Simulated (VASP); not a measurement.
A run of VASP 6.6.1 is set up as follows.

File INCAR:

```
PREC     = Accurate       # precision mode
ENCUT    = 520            # plane-wave cutoff, eV
EDIFF    = 1E-7           # SCF threshold, eV
ISMEAR   = 0              # smearing method
SIGMA    = 0.028000000000000004 # smearing width, eV
LREAL    = F              # projectors in reciprocal space
LASPH    = T              # aspherical terms in the spheres
NELM     = 60             # most SCF steps
ALGO     = Normal         # electronic algorithm
ISIF     = 2              # what is computed and relaxed
LWAVE    = F              # write WAVECAR
LCHARG   = F              # write CHGCAR
GGA      = PE             # functional
NBANDS   = 13             # bands
```

Contents of KPOINTS:

```
regular mesh
0
Gamma
  11 11 11
```

POSCAR

```
Sn
1.0
   -1.7265390000      1.7755470000      2.3383420000
    1.7265390000     -1.7755470000      2.3383420000
    1.7265390000      1.7755470000     -2.3383420000
Sn
1
Direct
    0.0000000000      0.0000000000      0.0000000000
```

Potentials or basis: VASP PAW PBE potentials, release 64 (Sn_d).

Command:

```console
$ cat potpaw_PBE.64/Sn_d/POTCAR > POTCAR
$ mpirun -np 1 vasp_std > vasp.out
```

Problem. Predict the band gap on the k mesh.

Solution. Zero (bands 7 and 8 overlap by 8.80 eV).

Problem. What does it give for the pressure?

Solution. -1.1 GPa.

Stress tensor (GPa, compression positive):
```
-0.33  0.00  0.00
 0.00 -2.32  0.00
 0.00  0.00 -0.64
```

Caveat: spin-orbit coupling is left out, which moves the levels of the heavy elements.
